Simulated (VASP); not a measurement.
Runs of VASP 6.6.1 on InSe. The structure is that of space group C2/m (No. 12), or close to it. The cells are those of the table. 

```csv
task,cell,gap on the mesh (eV),pressure (GPa),largest force (eV/Å)
electric field gradients,"a = 6.237, b = 6.198, c = 4.625 Å, angles 109.8, 109.4, 38.6°, 4 atoms",0.93,0.0,0.78
single point,"a = 6.198, b = 6.237, c = 4.595 Å, angles 108.5, 108.8, 38.6°, 4 atoms",0.84,-0.2,0.63
single point,"a = 6.259, b = 6.259, c = 4.641 Å, angles 109.1, 109.1, 38.6°, 4 atoms",0.84,(a),0.65
single point,"a = 6.339, b = 6.339, c = 4.700 Å, angles 109.1, 109.1, 38.6°, 4 atoms",0.76,-3.0,0.63
electric field gradients,"a = 6.217, b = 6.217, c = 4.732 Å, angles 108.6, 108.6, 38.6°, 4 atoms",0.91,-1.5,0.69
electric field gradients,"a = 6.217, b = 6.217, c = 4.610 Å, angles 109.1, 109.1, 38.6°, 4 atoms",0.89,-0.1,0.70
single point,"a = 6.217, b = 6.217, c = 4.529 Å, angles 109.5, 109.5, 38.6°, 4 atoms",(b),1.0,0.83
electric field gradients,"a = 6.339, b = 6.339, c = 4.700 Å, angles 109.1, 109.1, 38.6°, 4 atoms",0.76,-3.1,0.63
single point,"a = 6.238, b = 6.238, c = 4.625 Å, angles 109.1, 109.1, 38.6°, 4 atoms",0.86,(c),0.67
single point,"a = 6.217, b = 6.217, c = 4.610 Å, angles 109.1, 109.1, 38.6°, 4 atoms",0.89,-0.1,0.70
single point,"a = 6.217, b = 6.217, c = 4.732 Å, angles 108.6, 108.6, 38.6°, 4 atoms",0.91,-1.5,0.69
```

Alike in all rows: level PBEsol; potentials or basis VASP PAW PBE potentials, release 64 (In_d, Se); no spin polarisation; k mesh 7 × 7 × 6; cutoff (eV) 520; smearing fermi-dirac 0.02 eV.

**Question.** Estimate the missing entries.

**Answer.** (a) -1.2; (b) 0.88; (c) -0.6.

Caveats: the PAW data sets were made with another functional, which shifts forces and pressure a little; spin-orbit coupling is left out, which moves the levels of the heavy elements; the cell stands under tension (at least some runs); semilocal functionals underestimate gaps, and a narrow one can read as zero (at least some runs).

A k mesh can miss the band edges, and the runs leave out spin-orbit coupling on In, Se.
